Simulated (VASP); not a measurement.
# Mg: single point with PBE

Crystal: Mg.

```
Mg
1.0
    -1.99737    1.99737    1.99737
     1.99737   -1.99737    1.99737
     1.99737    1.99737   -1.99737
Mg
1
Direct
  0.00000 0.00000 0.00000
```

This cell differs from its parent crystal: Ba replaced by Mg, lengths x 0.793, strained.

* Program: VASP 6.6.1
* Task: single point
* Functional: PBE
* Potentials or basis: VASP PAW PBE potentials, release 64 (Mg)
* Cutoff: 600 eV
* k mesh: 6 × 6 × 6
* Occupations: gaussian, width 0.1 eV
* Spin: no spin polarisation

| Item | Value |
| --- | --- |
| Pressure | -5.9 GPa |
| Band gap on the k mesh | zero (band 1 reaches 4.18 eV, above the bottom of band 2 at 0.15 eV) |

Levels at points of the mesh, in eV from the Fermi level:
```csv
k point,band 1,band 2,band 3,band 4,band 5,band 6
"(0.00, 0.00, 0.00)",-5.68,10.95,10.95,10.95,11.24,11.24
"(0.50, 0.00, 0.00)",-1.04,-1.03,7.08,7.49,8.18,9.00
"(0.50, 0.50, 0.50)",3.00,3.00,3.00,3.85,3.85,4.47
```

Wall time 5.1 s on 1 thread of Intel Xeon 6975P-C, on a shared host, peak memory 0.15 GiB.

Caveat: the k points lie up to 0.37 Å⁻¹ apart; the cell differs from its parent crystal (Ba replaced by Mg, lengths x 0.793, strained).
